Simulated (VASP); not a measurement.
La, 2 atoms in the cell. Symmetry: Fd-3m, No. 227, cubic system. Conventional cell: a = 5.277 Å, b = 5.277 Å, c = 5.277 Å, α = 90.00°, β = 90.00°, γ = 90.00°. La (site symmetry -43m) has 4 La at 2.29 Å within 3.0 Å. This isn't the form of La at room conditions, which is double hcp.

```yaml
Program: VASP 6.6.1
Task: single point
Functional: LDA
Potentials_or_basis: VASP PAW LDA potentials, release 64 (La)
Cutoff: 520 eV
k_mesh: 13 × 13 × 13
Occupations: fermi-dirac, width 0.08 eV
Spin: no spin polarisation
Dipole_correction: no
Further_INCAR_settings: ALGO = Normal; EDIFF = 1e-06; NBANDS = 18
```

Potentials or basis: VASP PAW LDA potentials, release 64 (La).

Launch:

```bash
$ cat potpaw_LDA.64/La/POTCAR > POTCAR
$ mpirun -np 1 vasp_std > vasp.out
```

Hardware: 1 thread of Intel Xeon 8259CL (shared host).

Task: Estimate the wall time of this run.

Result: Wall time 91 s on 1 thread of Intel Xeon 8259CL, on a shared host, peak memory 0.19 GiB. Counts: scf iterations 13, k points 84.
